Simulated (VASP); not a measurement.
Write the native input for VASP 6.6.1 that does the following.

```
Task                   : single point
Functional             : PBE
Potentials or basis    : VASP PAW PBE potentials, release 64 (Hf_pv, H, C)
Cutoff                 : 520 eV
k mesh                 : 6 × 6 × 12
Occupations            : gaussian, width 0.1 eV
Spin                   : no spin polarisation
Dipole correction      : no
Further INCAR settings : ALGO = Normal; EDIFF = 1e-07; NBANDS = 31
```

The structure of Hf3H4C2 lies in POSCAR:

```
Hf3H4C2
1.0
    5.8113761124      0.0000000000      0.0000000000
   -2.9056880562      5.0327993443      0.0000000000
    0.0000000000      0.0000000000      3.2086656706
Hf H C
3 4 2
Direct
    0.9873736969      0.6258072702      0.5000000000
    0.3741927298      0.3615664266      0.5000000000
    0.6384335734      0.0126263031      0.5000000000
    0.7902910593      0.9639419995      0.0000000000
    0.0360580005      0.8263490598      0.0000000000
    0.1736509402      0.2097089407      0.0000000000
    0.3333333333      0.6666666667      0.0000000000
    0.0000000000      0.0000000000      0.5000000000
    0.6666666667      0.3333333333      0.0000000000
```

The input as run:

INCAR

```
SYSTEM = Hf3H4C2
PREC = Accurate ; ENCUT = 520
EDIFF = 1E-7 ; ISMEAR = 0
SIGMA = 0.1 ; LREAL = .FALSE.
LASPH = .TRUE. ; NELM = 60
ALGO = Normal ; ISIF = 2
LWAVE = .FALSE. ; LCHARG = .FALSE.
GGA = PE ; NBANDS = 31
```

KPOINTS

```
regular mesh
0
G
  6 6 12
  0 0 0
```

Potentials or basis: VASP PAW PBE potentials, release 64 (Hf_pv, H, C).

Launch:

```console
$ cat potpaw_PBE.64/Hf_pv/POTCAR potpaw_PBE.64/H/POTCAR potpaw_PBE.64/C/POTCAR > POTCAR
$ mpirun -np 1 vasp_std > vasp.out
```

It gave:

```yaml
Pressure: -0.4 GPa
Largest_force: 0.035 eV/Å
Band_gap_on_the_k_mesh: zero (band 21 reaches 4.98 eV, above the bottom of band 22 at 4.62 eV)
```

Caveat: spin-orbit coupling is left out, which moves the levels of the heavy elements.

Run time: 2.7 min on 1 thread of Intel(R) Xeon(R) Platinum 8259CL CPU @ 2.50GHz (Skylake/Cascade Lake), on a shared host, peak memory 0.3 GiB.
